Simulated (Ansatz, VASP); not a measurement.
## One calculation of TiO2, two programs

```
Ti O
1.0
     4.59126    0.00000    0.00000
     0.00000    4.59126    0.00000
     0.00000    0.00000    2.93899
Ti O
2 4
Direct
  0.00000 0.00000 0.00000
  0.50000 0.50000 0.50000
  0.30444 0.30444 0.00000
  0.19556 0.80444 0.50000
  0.69556 0.69556 0.00000
  0.80444 0.19556 0.50000
```

Alike in both runs: functional PBEsol; k mesh 8 × 8 × 12; occupations fermi-dirac, width 0.1 eV; no spin polarisation.

Ansatz relaxed the structure, and its values are those at the end. VASP's run is a single point on that final structure, the one shown.

```csv
,VASP,Ansatz
version,VASP 6.6.1,Ansatz 0.2.0
potentials or method,"VASP PAW PBE potentials, release 64 (Ti_sv, O)","PAW with Ansatz's default frozen-core files, scalar-relativistic"
plane-wave cutoff (eV),520,420
valence electrons in the cell,48,48
```

Ansatz gave:

| Quantity | Value |
| --- | --- |
| pressure (GPa) | 0.0 |
| rms of the force components (eV/Å) | 0.000 |

Q: What did VASP give for the same quantities?

A: Pressure (GPa): 0.6; rms of the force components (eV/Å): 0.012.

VASP's potentials were made for PBE, not for PBEsol. With one functional, cell and mesh, what is left measures potentials, basis and numerics.
